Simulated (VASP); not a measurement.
A run of VASP 6.6.1 is set up as follows.

Contents of INCAR:

```
SYSTEM = GaSb
PREC = Accurate ; ENCUT = 520
EDIFF = 1E-7 ; ISMEAR = 0
SIGMA = 0.15 ; LREAL = .FALSE.
LASPH = .TRUE. ; NELM = 100
ALGO = Normal ; ISIF = 2
LWAVE = .FALSE. ; LCHARG = .TRUE.
GGA = PS ; LELF = .TRUE.
LVHAR = .TRUE. ; NBANDS = 16
```

KPOINTS

```
regular mesh
0
G
  14 14 14
  0 0 0
```

The input POSCAR:

```
GaSb
1.0
    0.0000000000      3.0590000000      3.0590000000
    2.9213450000      0.0000000000      3.0590000000
    2.9213450000      3.0590000000      0.0000000000
Ga Sb
1 1
Direct
    0.0000000000      0.0000000000      0.0000000000
    0.7500000000      0.7500000000      0.7500000000
```

Potentials or basis: VASP PAW PBE potentials, release 64 (Ga_d, Sb).

The run is started by

```sh
$ cat potpaw_PBE.64/Ga_d/POTCAR potpaw_PBE.64/Sb/POTCAR > POTCAR
$ mpirun -np 1 vasp_std > vasp.out
```

What does it give for the pressure?

2.5 GPa.

Estimate the band gap on the k mesh.

0.14 eV.

Stress tensor (GPa, compression positive):
```
3.76 0.00 0.00
0.00 1.90 0.00
0.00 0.00 1.90
```

Caveat: the cell differs from its parent crystal (strain -0.0450 x Voigt [1, 0, 0, 0, 0, 0]); semilocal functionals underestimate gaps, and a narrow one can read as zero; the PAW data sets were made with another functional, which shifts forces and pressure a little; spin-orbit coupling is left out, which moves the levels of the heavy elements. A k mesh can miss the band edges.
